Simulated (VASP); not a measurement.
Set up this calculation in VASP 6.6.1, as the native input.

| Quantity | Value |
| --- | --- |
| Task | single point |
| Functional | r2SCAN |
| Potentials or basis | VASP PAW PBE potentials, release 64 (Hf_pv, O) |
| Cutoff | 520 eV |
| k mesh | 6 × 6 × 6 |
| Occupations | gaussian, width 0.01 eV |
| Spin | no spin polarisation |
| Dipole correction | no |
| Further INCAR settings | ALGO = Normal; EDIFF = 1e-07; NBANDS = 18 |

Crystal: HfO2.

```
CELL_PARAMETERS angstrom
0.00000 2.52917 2.52917
2.52917 0.00000 2.52917
2.52917 2.52917 0.00000
ATOMIC_POSITIONS crystal
Hf 0.00000 0.00000 0.00000
O 0.25000 0.25000 0.25000
O 0.75000 0.75000 0.75000
```

One way to write it, as run:

POSCAR

```
HfO2
1.0
    0.0000000000      2.5291653637      2.5291653637
    2.5291653637      0.0000000000      2.5291653637
    2.5291653637      2.5291653637      0.0000000000
Hf O
1 2
Direct
    0.0000000000      0.0000000000      0.0000000000
    0.2500000000      0.2500000000      0.2500000000
    0.7500000000      0.7500000000      0.7500000000
```

INCAR.step1

```
ALGO     = Normal         # electronic algorithm
EDIFF    = 1E-4           # SCF threshold, eV
ENCUT    = 520            # plane-wave cutoff, eV
GGA      = PE             # functional
ISMEAR   = 0              # smearing method
LASPH    = T              # aspherical terms in the spheres
LCHARG   = F              # write CHGCAR
LREAL    = F              # projectors in reciprocal space
LWAVE    = T              # write WAVECAR
NBANDS   = 18             # bands
NELM     = 80             # most SCF steps
PREC     = Accurate       # precision mode
SIGMA    = 0.01           # smearing width, eV
```

INCAR.step2

```
ALGO     = Normal         # electronic algorithm
EDIFF    = 1E-7           # SCF threshold, eV
ENCUT    = 520            # plane-wave cutoff, eV
ISIF     = 2              # what is computed and relaxed
ISMEAR   = 0              # smearing method
ISTART   = 1            
LASPH    = T              # aspherical terms in the spheres
LCHARG   = F              # write CHGCAR
LMIXTAU  = T            
LREAL    = F              # projectors in reciprocal space
LWAVE    = F              # write WAVECAR
METAGGA  = R2SCAN         # meta-GGA
NBANDS   = 18             # bands
NELM     = 80             # most SCF steps
PREC     = Accurate       # precision mode
SIGMA    = 0.01           # smearing width, eV
```

KPOINTS

```
k-points
0
Gamma
  6 6 6
```

Potentials or basis: VASP PAW PBE potentials, release 64 (Hf_pv, O).

Command:

```bash
$ cat potpaw_PBE.64/Hf_pv/POTCAR potpaw_PBE.64/O/POTCAR > POTCAR
$ cp INCAR.step1 INCAR
$ mpirun -np 1 vasp_std > vasp.out
$ cp INCAR.step2 INCAR
$ mpirun -np 1 vasp_std > vasp.out
```

Results of the run:

| Property | Result |
| --- | --- |
| Pressure | -4.0 GPa |
| Band gap on the k mesh | 4.31 eV |

Caveat: the cell stands under tension; the PAW data sets were made with another functional, which shifts forces and pressure a little; spin-orbit coupling is left out, which moves the levels of the heavy elements.

Wall time 2.4 min on 1 thread of AMD EPYC 7R13 (shared host), peak memory 0.14 GiB.
